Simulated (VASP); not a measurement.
# TiB2 (P6/mmm) in VASP: a series of runs, part 2 of 2

VASP 6.6.1. Earlier steps stand in the parts before.

### 4 Single point, PBE

This run uses another cell than the first one, of 8.55 Å³/atom, 1.064 times its volume.

INCAR reads:

```
SYSTEM = TiB2
  PREC = Accurate
  ENCUT = 520
  EDIFF = 1E-7
  ISMEAR = -1
  SIGMA = 0.05
  LREAL = .False.
  LASPH = .True.
  NELM = 100
  ALGO = Normal
  ISIF = 2
  LWAVE = .False.
  LCHARG = .False.
  GGA = PE
  NBANDS = 16
```

KPOINTS reads:

```
Automatic mesh
0
Gamma
  10 10 8
  0 0 0
```

POSCAR reads:

```
TiB2
1.0
    3.0292000000      0.0000000000      0.0000000000
   -1.5146000000      2.6233641531      0.0000000000
    0.0000000000      0.0000000000      3.2284000000
Ti B
1 2
Direct
    0.0000000000      0.0000000000      0.0000000000
    0.6666666667      0.3333333333      0.5000000000
    0.3333333333      0.6666666667      0.5000000000
```

Potentials or basis: VASP PAW PBE potentials, release 64 (Ti_sv, B).

Run with:

```bash
$ cat potpaw_PBE.64/Ti_sv/POTCAR potpaw_PBE.64/B/POTCAR > POTCAR
$ mpirun -np 1 vasp_std > vasp.out
```

OUTCAR:

```text
SYSTEM = TiB2
   PREC = Accurate
   ENCUT = 520
   EDIFF = 1E-7
   ISMEAR = -1
   LREAL = .False.
   LASPH = .True.
   NELM = 100
   ISIF = 2
   GGA = PE

 ion  position               nearest neighbor table
   1  0.000  0.000  0.000-   2 2.38   3 2.38   2 2.38   3 2.38   3 2.38   3 2.38   2 2.38   2 2.38
                             2 2.38   2 2.38   3 2.38   3 2.38
   2  0.667  0.333  0.500-   3 1.75   3 1.75   3 1.75   1 2.38   1 2.38   1 2.38   1 2.38   1 2.38
                             1 2.38
   3  0.333  0.667  0.500-   2 1.75   2 1.75   2 1.75   1 2.38   1 2.38   1 2.38   1 2.38   1 2.38
                             1 2.38

  LATTYP: Found a hexagonal cell.
[... 654 lines left out ...]
  --------------------------------------------------------------------------------------
  -------------------------------------------------------------------------------------
  Total        0.1006137      0.1006137      0.0330341      0.0000000      0.0000000      0.0000000
  in kB        6.2833892      6.2833892      2.0629982      0.0000000      0.0000000      0.0000000
  external PRESSURE =       4.8765922 kB  Pullay stress =       0.0000000 kB

 VOLUME and BASIS-vectors are now :
 -----------------------------------------------------------------------------
  energy-cutoff  :      520.00
  volume of cell :       25.66
      direct lattice vectors                 reciprocal lattice vectors
     3.029200000  0.000000000  0.000000000     0.330120164  0.190594965  0.000000000
    -1.514600000  2.623364153  0.000000000     0.000000000  0.381189931  0.000000000
     0.000000000  0.000000000  3.228400000     0.000000000  0.000000000  0.309750960

 POSITION                                       TOTAL-FORCE (eV/Angst)
 -----------------------------------------------------------------------------------
      0.00000      0.00000      0.00000        -0.000000      0.000000     -0.000000
      1.51460      0.87445      1.61420        -0.000000      0.000000      0.000000
     -0.00000      1.74891      1.61420         0.000000      0.000000     -0.000000
 -----------------------------------------------------------------------------------
    total drift:                               -0.000000      0.000000      0.000000

  FREE ENERGIE OF THE ION-ELECTRON SYSTEM (eV)
  ---------------------------------------------------
  free  energy   TOTEN  =       -24.4244768255 eV

  energy  without entropy=      -24.4181154443  energy(sigma->0) =      -24.42129613
```

stdout:

```text
POSCAR found type information on POSCAR TiB
 POSCAR found :  2 types and       3 ions
 scaLAPACK will be used
 LDA part: xc-table for (Slater+PW92), standard interpolation
 POSCAR, INCAR and KPOINTS ok, starting setup
 FFT: planning ... GRIDC
 FFT: planning ... GRID_SOFT
 FFT: planning ... GRID
 WAVECAR not read
 entering main loop
```

Wall time 18 s (1 thread of Intel Xeon Platinum 8488C (Sapphire Rapids), shared host); peak memory 0.15 GiB.

Results:

| Property | Result |
| --- | --- |
| Free energy | -24.4245 eV |
| Pressure | 0.5 GPa |
| Band gap on the k mesh | zero (band 9 reaches 10.38 eV, above the bottom of band 10 at 9.82 eV) |

Stress tensor (GPa, compression positive):
```
0.63 0.00 0.00
0.00 0.63 0.00
0.00 0.00 0.21
```

Levels at points of the mesh, in eV from the Fermi level:
```csv
k point,band 7,band 8,band 9,band 10,band 11,band 12
"(0.00, 0.00, 0.00)",-2.54,-2.27,-2.05,1.95,1.95,3.71
"(0.50, 0.00, 0.00)",-3.21,-3.16,-2.20,1.39,2.79,3.27
"(0.00, 0.00, 0.50)",-0.49,-0.49,-0.12,-0.12,0.49,0.49
"(0.50, 0.00, 0.50)",-4.58,-3.76,-3.09,2.54,2.97,4.52
```

### 5 Single point, PBE (volume scaled by 1.02)

INCAR reads:

```
ALGO     = Normal         # electronic algorithm
EDIFF    = 1E-7           # SCF threshold, eV
ENCUT    = 520            # plane-wave cutoff, eV
GGA      = PE             # functional
ISIF     = 2              # what is computed and relaxed
ISMEAR   = -1             # smearing method
LASPH    = T              # aspherical terms in the spheres
LCHARG   = F              # write CHGCAR
LREAL    = F              # projectors in reciprocal space
LWAVE    = F              # write WAVECAR
NBANDS   = 16             # bands
NELM     = 100            # most SCF steps
PREC     = Accurate       # precision mode
SIGMA    = 0.05           # smearing width, eV
```

KPOINTS reads:

```
k-points
0
Gamma
  10 10 8
```

POSCAR reads:

```
TiB2
1.0
    3.0492615118      0.0000000000      0.0000000000
   -1.5246307559      2.6407379320      0.0000000000
    0.0000000000      0.0000000000      3.2497807555
Ti B
1 2
Direct
    0.0000000000      0.0000000000      0.0000000000
    0.6666666667      0.3333333333      0.5000000000
    0.3333333333      0.6666666667      0.5000000000
```

Run with:

```bash
$ cat potpaw_PBE.64/Ti_sv/POTCAR potpaw_PBE.64/B/POTCAR > POTCAR
$ mpirun -np 1 vasp_std > vasp.out
```

Wall time 20 s (1 thread of Intel Xeon Platinum 8488C (Sapphire Rapids), shared host); peak memory 0.15 GiB.

The run converged. Its results:

```
Free energy            : -24.4184 eV
Pressure               : -4.4 GPa
Band gap on the k mesh : zero (band 9 reaches 10.16 eV, above the bottom of band 10 at 9.61 eV)
```

Stress tensor (GPa, compression positive):
```
-4.61  0.00  0.00
 0.00 -4.61  0.00
 0.00  0.00 -3.98
```

Levels at points of the mesh, in eV from the Fermi level:
```
           k point  band 5  band 6  band 7  band 8  band 9  band 10  band 11  band 12  band 13  band 14
(0.00, 0.00, 0.00)  -13.34   -2.50   -2.50   -2.26   -2.01     1.89     1.89     3.61     3.61     5.74
(0.50, 0.00, 0.00)   -9.21   -9.14   -3.18   -3.10   -2.16     1.35     2.71     3.18     3.37     7.33
(0.00, 0.00, 0.50)  -11.47   -7.47   -0.49   -0.49   -0.12    -0.12     0.48     0.48     1.65     6.53
(0.50, 0.00, 0.50)   -9.60   -7.44   -4.51   -3.70   -3.08     2.46     2.89     4.38     4.51     5.29
```

Caveat: the cell differs from its parent crystal (volume scaled by 1.02).

### 6 Summary

| cell | gap on the mesh (eV) | pressure (GPa) |
| --- | --- | --- |
| a = 2.967, b = 2.967, c = 3.162 Å, angles 90.0, 90.0, 120.0°, 3 atoms | none | 18.4 |
| a = 3.009, b = 3.009, c = 3.207 Å, angles 90.0, 90.0, 120.0°, 3 atoms | none | 5.9 |
| a = 3.029, b = 3.029, c = 3.228 Å, angles 90.0, 90.0, 120.0°, 3 atoms | none | 0.5 |
| a = 3.049, b = 3.049, c = 3.250 Å, angles 90.0, 90.0, 120.0°, 3 atoms | none | -4.4 |

Alike in all rows: task single point; level PBE; potentials or basis VASP PAW PBE potentials, release 64 (Ti_sv, B); no spin polarisation; k mesh 10 × 10 × 8; cutoff (eV) 520; smearing fermi-dirac 0.05 eV.

Total energies depend on the potentials used, so only differences within one code and one set of settings carry meaning.
